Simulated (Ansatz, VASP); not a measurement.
CsI in VASP and in Ansatz

```xyz
2
Lattice="4.7122 0.0000 0.0000 0.0000 4.7122 0.0000 0.0000 0.0000 4.7122" Properties=species:S:1:pos:R:3 pbc="T T T"
Cs    0.0000    0.0000    0.0000
I     2.3561    2.3561    2.3561
```

Alike in both runs: task single point; functional PBE; k mesh 6 × 6 × 6; occupations gaussian, width 0.02 eV; no spin polarisation.

|  | VASP | Ansatz |
| --- | --- | --- |
| version | VASP 6.6.1 | Ansatz 0.2.0 |
| potentials or method | VASP PAW PBE potentials, release 64 (Cs_sv, I), cutoff 500 eV | scalar-relativistic, plane waves, PAW |
| valence electrons in the cell | 16 | 26 |

|  | VASP | Ansatz | Ansatz less VASP |
| --- | --- | --- | --- |
| gap on the k mesh at the Fermi level (eV) | 3.59 | 3.60 | +0.011 |
| least direct gap on the mesh (eV) | 3.69 | 3.70 | +0.008 |
| pressure (GPa) | -0.2 | -0.3 | -0.02 |

VASP's potentials hold 16 valence electrons a cell and Ansatz's 26, so a difference there can come from the potentials and not from the codes.

Spin-orbit coupling is off throughout.
